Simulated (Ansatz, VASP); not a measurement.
Two plane-wave programs on W

```xyz
8
Lattice="5.0321 0.0000 0.0000 0.0000 5.0321 0.0000 0.0000 0.0000 5.0321" Properties=species:S:1:pos:R:3 pbc="T T T"
W     0.0000    0.0000    0.0000
W     2.5160    2.5160    2.5160
W     0.0000    2.5160    1.2580
W     0.0000    2.5160    3.7741
W     1.2580    0.0000    2.5160
W     3.7741    0.0000    2.5160
W     2.5160    3.7741    0.0000
W     2.5160    1.2580    0.0000
```

Alike in both runs: functional PBEsol; k mesh 8 × 8 × 8; occupations gaussian, width 0.1 eV; no spin polarisation.

Ansatz relaxed the structure, and its values are those at the end. VASP's run is a single point on that final structure, the one shown.

|  | VASP | Ansatz |
| --- | --- | --- |
| version | VASP 6.6.1 | Ansatz 0.2.0 |
| potentials or method | VASP PAW PBE potentials, release 64 (W_sv), cutoff 520 eV | scalar-relativistic, plane waves, PAW |
| valence electrons in the cell | 112 | 112 |

```tsv
	VASP	Ansatz	Ansatz less VASP
gap on the k mesh at the Fermi level (eV)	none	none	-
pressure (GPa)	0.7	0.0	-0.75
```

VASP's potentials were made for PBE, not for PBEsol. A gap of «none» marks a metal or a gap that the smearing closes. With one functional, cell and mesh, what is left measures potentials, basis and numerics.

Neither program's run includes spin-orbit coupling.
